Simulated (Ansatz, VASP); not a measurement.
## Two plane-wave programs on WSe2

File POSCAR:

```
WSe2
1.0
    3.3197900000      0.0000000000      0.0000000000
   -1.6598950000      2.8750250000      0.0000000000
    0.0000000000     -1.9166800000      6.4790890000
W Se
1 2
Direct
    0.0000000000      0.0000000000      0.0000000000
    0.2497000000      0.4994000000      0.7491000000
    0.4190000000      0.8380000000      0.2570000000
```

File INCAR.step1:

```
PREC     = Accurate       # precision mode
ENCUT    = 520            # plane-wave cutoff, eV
ISMEAR   = -1             # smearing method
SIGMA    = 0.0472         # smearing width, eV
LREAL    = False          # projectors in reciprocal space
LASPH    = True           # aspherical terms in the spheres
NELM     = 80             # most SCF steps
NBANDS   = 20             # bands
GGA      = PE             # functional
ALGO     = Normal         # electronic algorithm
EDIFF    = 1E-4           # SCF threshold, eV
LWAVE    = True           # write WAVECAR
LCHARG   = False          # write CHGCAR
```

The input INCAR.step2:

```
PREC     = Accurate       # precision mode
ENCUT    = 520            # plane-wave cutoff, eV
EDIFF    = 1E-6           # SCF threshold, eV
ISMEAR   = -1             # smearing method
SIGMA    = 0.0472         # smearing width, eV
LREAL    = False          # projectors in reciprocal space
LASPH    = True           # aspherical terms in the spheres
NELM     = 80             # most SCF steps
ALGO     = Normal         # electronic algorithm
ISIF     = 2              # what is computed and relaxed
LWAVE    = False          # write WAVECAR
LCHARG   = False          # write CHGCAR
METAGGA  = R2SCAN         # meta-GGA
LMIXTAU  = True         
NBANDS   = 20             # bands
ISTART   = 1
```

File KPOINTS:

```
Automatic mesh
0
Gamma
  9 9 9
```

Input for Ansatz:

```yaml
crystal:
  lattice:
    - [3.31979, 0.0, 0.0]
    - [-1.659895, 2.875025, 0.0]
    - [0.0, -1.91668, 6.479089]
  atoms:
    - { symbol: W, position: [0.0, 0.0, 0.0] }
    - { symbol: Se, position: [0.2497, 0.4994, 0.7491] }
    - { symbol: Se, position: [0.419, 0.838, 0.257] }
  symmetry: { tolerance: 0.0003 }
kpoints:
  mp_grid: { grid: [9, 9, 9], shift: [0, 0, 0] }
  band_path:
    path:
      - [0.0, 0.0, 0.0]
      - [0.0, 0.0, 0.5]
      - [0.63749567, -0.31874784, 0.5]
      - [0.68125216, -0.36250433, 0.18125216]
      - [0.5, 0.0, 0.0]
      - [0.0, 0.0, 0.0]
      - [0.68125216, -0.34062608, 0.0]
      - [0.65937392, -0.34062608, 0.34062608]
      - [0.5, -0.5, 0.5]
      - [0.0, 0.0, 0.0]
    npoints: 6
magnetization:
  spin_polarized: false
scf:
  occupations: { method: fermi_dirac, width: 0.0472 }
  lower_state_search: "off"
  max_iter: 200
hamiltonian:
  pseudopotentials: { kind: paw }
  xc: r2scan
basis:
  ecutwfc: 500
  fft_grid_basis: typed
output:
  forces: true
  stress: true
  eigenvalues: true
  bader: true
  populations: true
  elf: true
  write_potential: true
  volumetric_format: npy
  dos:
    e_range: [-12, 8]
    de: 0.05
    projected: { site_lists: { Se: [Se], W: [W] } }
checkpoint:
  read: saved_state
```

Alike in both runs: task single point; functional r2SCAN; k mesh 9 × 9 × 9; occupations fermi-dirac, width 0.0472 eV; no spin polarisation.

|  | VASP | Ansatz |
| --- | --- | --- |
| version | VASP 6.6.1 | Ansatz 0.2.0 |
| potentials or method | VASP PAW PBE potentials, release 64 (W_sv, Se), cutoff 520 eV | PAW plane waves |
| valence electrons in the cell | 26 | 46 |

```tsv
	VASP	Ansatz	Ansatz less VASP
pressure (GPa)	2.1	1.7	-0.34
traceless stress, the component that is largest in VASP (GPa)	1.74	1.70	-0.035
rms of the force components (eV/Å)	0.259	0.250	-0.0089
```

VASP's potentials were made for PBE, not for r2SCAN. Atom by atom the forces differ by 0.022 eV/Å (rms over components). VASP's potentials hold 26 valence electrons a cell and Ansatz's 46, so a difference there can come from the potentials and not from the codes. Ansatz's warnings: structure snapped to symmetry.

Spin-orbit coupling is off throughout.
